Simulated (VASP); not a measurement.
Wanted: the native input for a VASP 6.6.1 run.

* Task: relaxation of cell and atoms
* Functional: PBEsol
* Potentials or basis: VASP PAW PBE potentials, release 64 (Sr_sv)
* Cutoff: 600 eV
* k mesh: 15 × 15 × 15
* Occupations: fermi-dirac, width 0.08 eV
* Spin: no spin polarisation
* Target pressure: 36 GPa
* Dipole correction: no
* Further INCAR settings: ALGO = Normal; EDIFF = 1e-06; IBRION = 2; EDIFFG = -0.005; NSW = 32; ISIF = 3

The structure of Sr lies in POSCAR:

```
Sr
1.0
    0.0000000000      2.2098989536      2.2098989536
    2.2098989536      0.0000000000      2.2098989536
    2.2098989536      2.2098989536      0.0000000000
Sr
1
Direct
    0.0000000000      0.0000000000      0.0000000000
```

One way to write it, as run:

INCAR

```
PREC = Accurate
ENCUT = 600
EDIFF = 1E-6
ISMEAR = -1
SIGMA = 0.08
LREAL = F
LASPH = T
NELM = 80
ALGO = Normal
ISIF = 3
LWAVE = F
LCHARG = F
GGA = PS
IBRION = 2
NSW = 32
EDIFFG = -0.005
PSTRESS = 360.0
```

KPOINTS

```
regular mesh
0
Gamma
  15 15 15
```

Potentials or basis: VASP PAW PBE potentials, release 64 (Sr_sv).

The run is started by

```console
$ cat potpaw_PBE.64/Sr_sv/POTCAR > POTCAR
$ mpirun -np 1 vasp_std > vasp.out
```

It gave:

```
Relaxed volume                                         : 21.75 Å³/atom
Relaxed cell                                           : a = 3.133 Å, b = 3.133 Å, c = 3.133 Å, α = 60.00°, β = 60.00°, γ = 60.00°
Space group after relaxing (to 0.05 Å)                 : Fm-3m (No. 225)
Energy change on relaxing (the enthalpy is what falls) : -37.8 meV/atom
Ionic steps                                            : 3
Pressure after relaxing                                : 36.0 GPa
Band gap on the k mesh                                 : zero (band 5 reaches 6.40 eV, above the bottom of band 6 at 4.59 eV)
```

Caveat: the cell is relaxed towards a set pressure, so the enthalpy falls and the energy may rise; the PAW data sets were made with another functional, which shifts forces and pressure a little.

Wall time 62 s on 1 thread of Intel(R) Xeon(R) Platinum 8488C (Sapphire Rapids) (shared host), peak memory 0.19 GiB.
